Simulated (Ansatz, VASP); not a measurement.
# Cu: VASP beside Ansatz

```
CELL_PARAMETERS angstrom
0.00000 1.81441 1.81441
1.81441 0.00000 1.81441
1.81441 1.81441 0.00000
ATOMIC_POSITIONS crystal
Cu 0.00000 0.00000 0.00000
```

Alike in both runs: functional PBE; k mesh 20 × 20 × 20; occupations gaussian, width 0.1 eV; no spin polarisation.

Ansatz relaxed the structure, and its values are those at the end. VASP's run is a single point on that final structure, the one shown.

|  | VASP | Ansatz |
| --- | --- | --- |
| version | VASP 6.6.1 | Ansatz 0.2.0 |
| potentials or method | VASP PAW PBE potentials, release 64 (Cu), cutoff 520 eV | scalar-relativistic, plane waves, PAW |
| valence electrons in the cell | 11 | 19 |

```tsv
	VASP	Ansatz	Ansatz less VASP
gap on the k mesh at the Fermi level (eV)	none	none	-
pressure (GPa)	0.7	0.0	-0.67
```

A gap of «none» marks a metal or a gap that the smearing closes. VASP's potentials hold 11 valence electrons a cell and Ansatz's 19, so a difference there can come from the potentials and not from the codes.
